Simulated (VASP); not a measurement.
Input of a VASP 6.6.1 run:

File INCAR:

```
  PREC = Accurate
  ENCUT = 520
  EDIFF = 1E-6
  ISMEAR = 0
  SIGMA = 0.05
  LREAL = F
  LASPH = T
  NELM = 100
  ALGO = Normal
  ISIF = 2
  LWAVE = F
  LCHARG = F
  GGA = PE
  NBANDS = 28
```

KPOINTS

```
Automatic mesh
0
Gamma
  8 8 8
```

File POSCAR:

```
SrTiO3
1.0
    3.9822686081      0.0000000000      0.0000000000
    0.0000000000      3.9822686081      0.0000000000
    0.0000000000      0.0000000000      3.8446910982
Sr Ti O
1 1 3
Direct
    0.0013670509      0.0000000000      0.0000000000
    0.5064538458      0.5000000000      0.5000000000
   -0.0097550828      0.5000000000      0.5000000000
    0.4914796030      0.0000000000      0.5000000000
    0.4914796030      0.5000000000      0.0000000000
```

Potentials or basis: VASP PAW PBE potentials, release 64 (Sr_sv, Ti_sv, O).

Command:

```bash
$ cat potpaw_PBE.64/Sr_sv/POTCAR potpaw_PBE.64/Ti_sv/POTCAR potpaw_PBE.64/O/POTCAR > POTCAR
$ mpirun -np 1 vasp_std > vasp.out
```

Q: Predict the pressure.

A: 1.3 GPa.

Q: Predict the band gap on the k mesh.

A: 1.83 eV (least direct gap 2.25 eV).

Q: Estimate the largest force.

A: 0.105 eV/Å.

Stress tensor (GPa, compression positive):
```
-0.98  0.00  0.00
 0.00 -1.60  0.00
 0.00  0.00  6.53
```

Caveat: the cell differs from its parent crystal (atoms displaced along a vibrational mode, the cell strained). A k mesh can miss the band edges.
